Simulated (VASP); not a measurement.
Write the native input for VASP 6.6.1 that does the following.

```
Task                   : single point
Functional             : LDA
Potentials or basis    : VASP PAW PBE potentials, release 64 (Gd, O)
Cutoff                 : 520 eV
k mesh                 : 9 × 9 × 9
Occupations            : fermi-dirac, width 0.05 eV
Spin                   : collinear spin, ferromagnetic start
Starting moments       : [7.0, 0.0] μB
Dipole correction      : no
Further INCAR settings : ALGO = Normal; EDIFF = 1e-06; NBANDS = 23
```

The structure of GdO lies in POSCAR:

```
GdO
1.0
    0.0000000000      2.7000000000      2.7000000000
    2.7000000000      0.0000000000      2.7000000000
    2.7000000000      2.7000000000      0.0000000000
Gd O
1 1
Direct
    0.0000000000      0.0000000000      0.0000000000
    0.7500000000      0.7500000000      0.7500000000
```

These files were run (other wordings do the same):

INCAR

```
SYSTEM = GdO
ALGO     = Normal         ! electronic algorithm
EDIFF    = 1E-6           ! SCF threshold, eV
ENCUT    = 520            ! plane-wave cutoff, eV
GGA      = CA             ! functional
ISIF     = 2              ! what is computed and relaxed
ISMEAR   = -1             ! smearing method
ISPIN    = 2              ! spin polarisation
LASPH    = .True.         ! aspherical terms in the spheres
LCHARG   = .False.        ! write CHGCAR
LMAXMIX  = 6              ! l up to which the mixer works
LORBIT   = 11             ! projections on sites
LREAL    = .False.        ! projectors in reciprocal space
LWAVE    = .False.        ! write WAVECAR
MAGMOM   = 7 0            ! initial moments
NBANDS   = 23             ! bands
NELM     = 150            ! most SCF steps
PREC     = Accurate       ! precision mode
SIGMA    = 0.05           ! smearing width, eV
```

KPOINTS

```
k-points
0
Gamma
  9 9 9
  0 0 0
```

Potentials or basis: VASP PAW PBE potentials, release 64 (Gd, O).

Launch:

```bash
$ cat potpaw_PBE.64/Gd/POTCAR potpaw_PBE.64/O/POTCAR > POTCAR
$ mpirun -np 1 vasp_std > vasp.out
```

Results of the run:

```
Pressure                                              : -7.4 GPa
Net moment                                            : 6.85 μB per cell
Site moments                                          : Gd +6.64; O -0.05 μB
Valence electrons inside the program's atomic spheres : Gd 15.23; O 4.95
```

Caveat: the cell stands under tension; the PAW data sets were made with another functional, which shifts forces and pressure a little; a cell with one magnetic atom can't hold antiferromagnetic order, which such compounds often take.

Run time: 100 s on 1 thread of Intel(R) Xeon(R) Platinum 8259CL CPU @ 2.50GHz (Skylake/Cascade Lake), on a shared host, peak memory 0.19 GiB.
